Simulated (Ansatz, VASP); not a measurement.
**One calculation of V, two programs**

```
CELL_PARAMETERS angstrom
-1.49839 1.49839 1.49839
1.49839 -1.49839 1.49839
1.49839 1.49839 -1.49839
ATOMIC_POSITIONS crystal
V 0.00000 0.00000 0.00000
```

Alike in both runs: task electric field gradients; functional PBE; k mesh 20 × 20 × 20; occupations gaussian, width 0.05 eV; no spin polarisation.

|  | VASP | Ansatz |
| --- | --- | --- |
| version | VASP 6.6.1 | Ansatz 0.2.0 |
| potentials or method | VASP PAW PBE potentials, release 64 (V_sv), cutoff 520 eV | scalar-relativistic, plane waves, PAW |
| valence electrons in the cell | 13 | 13 |

Ansatz gave:

```
gap on the k mesh at the Fermi level (eV) : none
pressure (GPa)                            : 0.0
```

Problem. Which values does VASP return?

Solution. gap on the k mesh at the Fermi level (eV): none; pressure (GPa): 0.2.

A gap of «none» marks a metal or a gap that the smearing closes.
